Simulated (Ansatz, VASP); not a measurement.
# Two plane-wave programs on Ti

The input INCAR:

```
PREC     = Accurate       # precision mode
ENCUT    = 520            # plane-wave cutoff, eV
EDIFF    = 1E-7           # SCF threshold, eV
ISMEAR   = 0              # smearing method
SIGMA    = 0.15           # smearing width, eV
LREAL    = F              # projectors in reciprocal space
LASPH    = T              # aspherical terms in the spheres
NELM     = 60             # most SCF steps
ALGO     = Fast           # electronic algorithm
ISIF     = 2              # what is computed and relaxed
LWAVE    = F              # write WAVECAR
LCHARG   = T              # write CHGCAR
GGA      = PS             # functional
LELF     = T              # ELF
LVHAR    = T            
NBANDS   = 12             # bands
```

KPOINTS

```
Automatic mesh
0
Gamma
  26 26 26
```

Contents of POSCAR:

```
Ti
1.0
   -1.6051160629      1.6853718660      1.6051160629
    1.6051160629     -1.6853718660      1.6051160629
    1.6051160629      1.6853718660     -1.6051160629
Ti
1
Direct
    0.0000000000      0.0000000000      0.0000000000
```

Input for Ansatz:

```yaml
crystal:
  lattice:
    - [-1.6051160629, 1.685371866, 1.6051160629]
    - [1.6051160629, -1.685371866, 1.6051160629]
    - [1.6051160629, 1.685371866, -1.6051160629]
  atoms:
    - { symbol: Ti, position: [0.0, 0.0, 0.0] }
basis:
  ecutwfc: 420
kpoints:
  mp_grid: { grid: [26, 26, 26] }
hamiltonian:
  xc: pbesol
scf:
  occupations: { method: gaussian, width: 0.15 }
output:
  forces: true
  stress: true
  eigenvalues: true
```

Change from the starting cell: strain +0.0500 x Voigt [0, 1, 0, 0, 0, 0], atoms carried along.

Alike in both runs: task single point; functional PBEsol; k mesh 26 × 26 × 26; occupations gaussian, width 0.15 eV; no spin polarisation.

|  | VASP | Ansatz |
| --- | --- | --- |
| version | VASP 6.6.1 | Ansatz 0.2.0 |
| potentials or method | VASP PAW PBE potentials, release 64 (Ti_sv), cutoff 520 eV | scalar-relativistic, plane waves, PAW |
| valence electrons in the cell | 12 | 12 |

```tsv
	VASP	Ansatz	Ansatz less VASP
gap on the k mesh at the Fermi level (eV)	none	none	-
pressure (GPa)	-5.2	-5.0	+0.21
traceless stress, the component that is largest in VASP (GPa)	0.65	0.66	+0.001
```

VASP's potentials were made for PBE, not for PBEsol. A gap of «none» marks a metal or a gap that the smearing closes. With one functional, cell and mesh, what is left measures potentials, basis and numerics.
